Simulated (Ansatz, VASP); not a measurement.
## One calculation of Pt, two programs

The input INCAR:

```
SYSTEM = Pt
PREC = Accurate
ENCUT = 520
EDIFF = 1E-6
ISMEAR = -1
SIGMA = 0.1
LREAL = .FALSE.
LASPH = .TRUE.
NELM = 100
ALGO = Normal
ISIF = 2
LWAVE = .FALSE.
LCHARG = .FALSE.
GGA = PE
NBANDS = 39
```

File KPOINTS:

```
Automatic mesh
0
G
  14 10 1
  0 0 0
```

The input POSCAR:

```
Pt
1.0
    2.8085470207      0.0000000000      0.0000000000
    0.0000000000      3.9718852873      0.0000000000
    0.0000000000      0.0000000000     23.0214000000
Pt
6
Direct
    0.2500000000      0.2500000000      0.3525208290
    0.7500000000      0.7500000000      0.4046703940
    0.2500000000      0.2500000000      0.4706394975
    0.7500000000      0.7500000000      0.5293605030
    0.2500000000      0.2500000000      0.5953295994
    0.7500000000      0.7500000000      0.6474791770
```

Input for Ansatz:

```yaml
crystal:
  lattice:
    - [2.8085470207, 0.0, 0.0]
    - [0.0, 3.9718852873, 0.0]
    - [0.0, 0.0, 23.0214]
  atoms:
    - { symbol: Pt, position: [0.25, 0.25, 0.352520829] }
    - { symbol: Pt, position: [0.75, 0.75, 0.404670394] }
    - { symbol: Pt, position: [0.25, 0.25, 0.4706394975] }
    - { symbol: Pt, position: [0.75, 0.75, 0.529360503] }
    - { symbol: Pt, position: [0.25, 0.25, 0.5953295994] }
    - { symbol: Pt, position: [0.75, 0.75, 0.647479177] }
kpoints:
  mp_grid: { grid: [14, 10, 1] }
scf:
  occupations: { method: fermi_dirac, width: 0.1 }
hamiltonian:
  xc: pbe
  pseudopotentials: { kind: paw }
output:
  forces: true
  stress: true
  eigenvalues: true
  core_levels:
    shells: { Pt: ["4f"] }
    counted_from: fermi_level
    add_spin: false
  write_density: true
  write_potential: true
  elf: true
  volumetric_format: npy
```

Alike in both runs: task single point; functional PBE; k mesh 14 × 10 × 1; occupations fermi-dirac, width 0.1 eV; no spin polarisation.

```csv
,VASP,Ansatz
version,VASP 6.6.1,Ansatz 0.2.0
potentials or method,"VASP PAW PBE potentials, release 64 (Pt)","PAW with Ansatz's default frozen-core files, scalar-relativistic"
plane-wave cutoff (eV),520,420
valence electrons in the cell,60,108
```

```csv
,VASP,Ansatz,Ansatz less VASP
rms of the force components (eV/Å),0.011,0.001,-0.0103
```

Atom by atom the forces differ by 0.010 eV/Å (rms over components). VASP's potentials hold 60 valence electrons a cell and Ansatz's 108, so a difference there can come from the potentials and not from the codes. Ansatz's warnings: xc potential rough in thin density.

Spin-orbit coupling is off throughout.
